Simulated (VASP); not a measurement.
A run of VASP 6.6.1:

The input INCAR:

```
ALGO = Normal
EDIFF = 1E-7
ENCUT = 520
GGA = PE
ISIF = 2
ISMEAR = 0
LASPH = True
LCHARG = True
LELF = True
LREAL = False
LVHAR = True
LWAVE = False
NBANDS = 16
NELM = 60
PREC = Accurate
SIGMA = 0.1
```

The input KPOINTS:

```
k-points
0
Gamma
  14 8 8
```

File POSCAR:

```
Te
1.0
    3.2238076938      0.0000000000      0.0000000000
    0.0000000000      5.4710251074      0.0000000000
    0.0000000000      0.0000000000      6.4446151625
Te
3
Direct
    0.0000000000      0.0000000000      0.2595225798
    0.0000000000      0.0000000000      0.7404774202
    0.0000000000      0.5000000000      0.0000000000
```

Potentials or basis: VASP PAW PBE potentials, release 64 (Te).

Command:

```console
$ cat potpaw_PBE.64/Te/POTCAR > POTCAR
$ mpirun -np 1 vasp_std > vasp.out
```

Hardware: 1 thread of Intel Xeon 6975P-C, on a shared host.

**Question.** How long does it take, and how much memory?

**Answer.** Wall time 3.9 min on 1 thread of Intel Xeon 6975P-C, on a shared host, peak memory 0.41 GiB. Counts: scf iterations 14, k points 200.
